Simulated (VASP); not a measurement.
Runs of VASP 6.6.1 on TlO2. The structure is that of space group P6/mmm (No. 191), or close to it. The cells are those of the table. 

| task | cell | k mesh | cutoff (eV) | gap on the mesh (eV) | pressure (GPa) | relaxed volume (Å³/atom) |
| --- | --- | --- | --- | --- | --- | --- |
| relaxation of cell and atoms | relaxed from a = 3.758, b = 3.758, c = 3.276 Å, angles 90.0, 90.0, 120.0°, 3 atoms | 12 × 12 × 14 | 600 | none | 0.0 | (a) |
| single point | a = 3.758, b = 3.758, c = 3.276 Å, angles 90.0, 90.0, 120.0°, 3 atoms | 6 × 6 × 6 | 520 | none | -0.1 | - |
| relaxation of cell and atoms | relaxed from a = 4.064, b = 4.064, c = 2.859 Å, angles 90.0, 90.0, 120.0°, 3 atoms | 6 × 6 × 6 | 600 | none | -0.2 | 13.33 |
| single point | a = 4.064, b = 4.064, c = 2.859 Å, angles 90.0, 90.0, 120.0°, 3 atoms | 6 × 6 × 6 | 520 | none | -4.9 | - |
| single point | a = 3.761, b = 3.761, c = 3.266 Å, angles 90.0, 90.0, 120.0°, 3 atoms | 12 × 12 × 14 | 520 | none | -0.2 | - |

Alike in all rows: level PBE; potentials or basis VASP PAW PBE potentials, release 64 (Tl_d, O); no spin polarisation; smearing gaussian 0.1 eV.

Task: Fill in the values left out.

Result: (a) 13.30.

Caveats: some runs use coarse meshes; spin-orbit coupling is left out, which moves the levels of the heavy elements; an odd number of electrons without spin polarisation forces a metal; a magnetic or distorted state may lie lower.

A k mesh can miss the band edges, and the runs leave out spin-orbit coupling on Tl.

A gap of «none» marks levels without a gap at the run's occupations.
